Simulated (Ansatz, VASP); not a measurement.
## One calculation of WS2, two programs

```
CELL_PARAMETERS angstrom
3.18352 0.00000 0.00000
-1.59176 2.75701 0.00000
0.00000 0.00000 16.95058
ATOMIC_POSITIONS crystal
W 0.34977 0.66667 0.00000
S 0.61955 0.33333 0.90800
S 0.61955 0.33333 0.09200
```

Change from the starting cell: mode 6 (348.2 1/cm) frozen in, largest displacement -0.150 Å.

Alike in both runs: task single point; functional PBEsol; k mesh 12 × 12 × 2; occupations gaussian, width 0.05 eV; no spin polarisation.

|  | VASP | Ansatz |
| --- | --- | --- |
| version | VASP 6.6.1 | Ansatz 0.2.0 |
| potentials or method | VASP PAW PBE potentials, release 64 (W_sv, S), cutoff 520 eV | scalar-relativistic, plane waves, PAW |
| valence electrons in the cell | 26 | 26 |

```tsv
	VASP	Ansatz	Ansatz less VASP
gap on the k mesh at the Fermi level (eV)	1.69	1.70	+0.001
least direct gap on the mesh (eV)	1.74	1.73	-0.004
rms of the force components (eV/Å)	1.709	1.706	-0.0029
```

VASP's potentials were made for PBE, not for PBEsol. Atom by atom the forces differ by 0.010 eV/Å (rms over components). With one functional, cell and mesh, what is left measures potentials, basis and numerics.

Neither program's run includes spin-orbit coupling.
